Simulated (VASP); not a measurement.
**Re: single point with LDA**

Crystal: Re.

```
Re
1.0
     0.00000    1.87726    1.87726
     1.87726    0.00000    1.87726
     1.87726    1.87726    0.00000
Re
1
Cartesian
  0.0000 0.0000 0.0000
```

This isn't the form of Re at room conditions, which is hcp.

```json
{
 "Program": "VASP 6.6.1",
 "Task": "single point",
 "Functional": "LDA",
 "Potentials or basis": "VASP PAW LDA potentials, release 64 (Re)",
 "Cutoff": "520 eV",
 "k mesh": "16 × 16 × 16",
 "Occupations": "fermi-dirac, width 0.1 eV",
 "Spin": "no spin polarisation"
}
```

The pressure is 43.6 GPa and the band gap on the k mesh is zero (an odd number of electrons rules out a gap without spin polarisation).

Levels at points of the mesh, in eV from the Fermi level:
```
           k point  band 1  band 2  band 3  band 4  band 5  band 6  band 7  band 8  band 9
(0.00, 0.00, 0.00)  -10.81   -2.27   -2.27   -2.27    1.46    1.46   14.02   20.26   20.26
(0.50, 0.00, 0.00)   -7.70   -2.54   -2.54    0.60    4.49    4.49   11.69   13.55   21.40
(0.50, 0.50, 0.00)   -7.86   -6.91    3.50    4.44    5.40    5.40   13.27   13.27   15.19
```

Wall time 17 s on 1 thread of AMD EPYC 7R43 64-Core Processor (Zen 3), on a shared host, peak memory 0.1 GiB.

Caveat: the cell stands under pressure; spin-orbit coupling is left out, which moves the levels of the heavy elements.
